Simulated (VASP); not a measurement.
A run of VASP 6.6.1 is set up as follows.

The input INCAR:

```
SYSTEM = C
PREC = Accurate
ENCUT = 520
EDIFF = 1E-6
ISMEAR = -1
SIGMA = 0.08
LREAL = .FALSE.
LASPH = .TRUE.
NELM = 80
ALGO = Normal
ISIF = 2
LWAVE = .FALSE.
LCHARG = .FALSE.
GGA = PE
NBANDS = 11
```

The input KPOINTS:

```
Automatic mesh
0
G
  22 22 12
  0 0 0
```

POSCAR

```
C
1.0
    2.3744527631      0.0000000000      0.0000000000
   -1.1872263816      2.0563364129      0.0000000000
    0.0000000000      0.0000000000      2.1690792070
C
2
Direct
    0.3333333333      0.6666666667      0.2500000000
    0.6666666667      0.3333333333      0.7500000000
```

Potentials or basis: VASP PAW PBE potentials, release 64 (C).

Launch:

```sh
$ cat potpaw_PBE.64/C/POTCAR > POTCAR
$ mpirun -np 1 vasp_std > vasp.out
```

Q: Estimate the band gap on the k mesh.

A: Zero (band 4 reaches 15.71 eV, above the bottom of band 5 at 6.46 eV).

Q: What does it give for the pressure?

A: 49.3 GPa.

Stress tensor (GPa, compression positive):
```
49.32  0.00  0.00
 0.00 49.32  0.00
 0.00  0.00 49.22
```
